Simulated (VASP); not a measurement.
Input of a VASP 6.6.1 run:

POSCAR

```
ZnHg2Te3
1.0
    4.1270027212      0.0000000026      0.0000000000
   -2.0635013628      3.5740891967      0.0000000000
    0.0000000000      0.0000000000     10.3732777508
Zn Hg Te
1 2 3
Direct
    0.0000000000      0.0000000000      0.0000000000
    0.3333333333      0.6666666667      0.6720831489
    0.6666666667      0.3333333333      0.3279168511
    0.3333333333      0.6666666667      0.1490176322
    0.6666666667      0.3333333333      0.8509823678
    0.0000000000      0.0000000000      0.5000000000
```

File INCAR.step1:

```
PREC = Accurate ; ENCUT = 550
ISMEAR = -1 ; SIGMA = 0.03
LREAL = F ; LASPH = T
NELM = 120 ; GGA = PE
ALGO = Normal ; EDIFF = 1E-5
LWAVE = T ; LCHARG = F
GGA_COMPAT = F ; IBRION = 2
ISIF = 3 ; EDIFFG = -0.005
NELMIN = 4 ; NSW = 100
```

File INCAR.step2:

```
PREC = Accurate ; ENCUT = 550
EDIFF = 1E-7 ; ISMEAR = -1
SIGMA = 0.03 ; LREAL = F
LASPH = T ; NELM = 120
ALGO = Normal ; ISIF = 3
LWAVE = F ; LCHARG = F
METAGGA = R2SCAN ; LMIXTAU = T
LUSE_VDW = T ; IVDW_NL = 2
BPARAM = 11.95 ; CPARAM = 0.0093
IBRION = 2 ; NSW = 100
EDIFFG = -0.01 ; ISTART = 1
GGA_COMPAT = F ; NELMIN = 4
```

Contents of KPOINTS:

```
regular mesh
0
Gamma
  6 6 2
```

Potentials or basis: VASP PAW PBE potentials, release 64 (Zn, Hg, Te).

The run is started by

```bash
$ cat potpaw_PBE.64/Zn/POTCAR potpaw_PBE.64/Hg/POTCAR potpaw_PBE.64/Te/POTCAR > POTCAR
$ cp INCAR.step1 INCAR
$ mpirun -np 1 vasp_std > vasp.out
$ cp INCAR.step2 INCAR
$ mpirun -np 1 vasp_std > vasp.out
```

Problem. Predict the relaxed cell.

Solution. a = 4.165 Å, b = 4.165 Å, c = 10.452 Å, α = 90.00°, β = 90.00°, γ = 120.00°.

Problem. Predict the space group after relaxing (to 0.1 Å).

Solution. P-3m1 (No. 164).

Problem. What does it give for the band gap on the k mesh?

Solution. Zero (bands 27 and 28 overlap by 0.87 eV).

Forces on the atoms (eV/Å):
```
Zn   0.000  0.000  0.000
Hg   0.000  0.000 -0.003
Hg   0.000  0.000  0.003
Te   0.000  0.000 -0.002
Te   0.000  0.000  0.002
Te   0.000  0.000  0.000
```

Caveat: the PAW data sets were made with another functional, which shifts forces and pressure a little; spin-orbit coupling is left out, which moves the levels of the heavy elements.
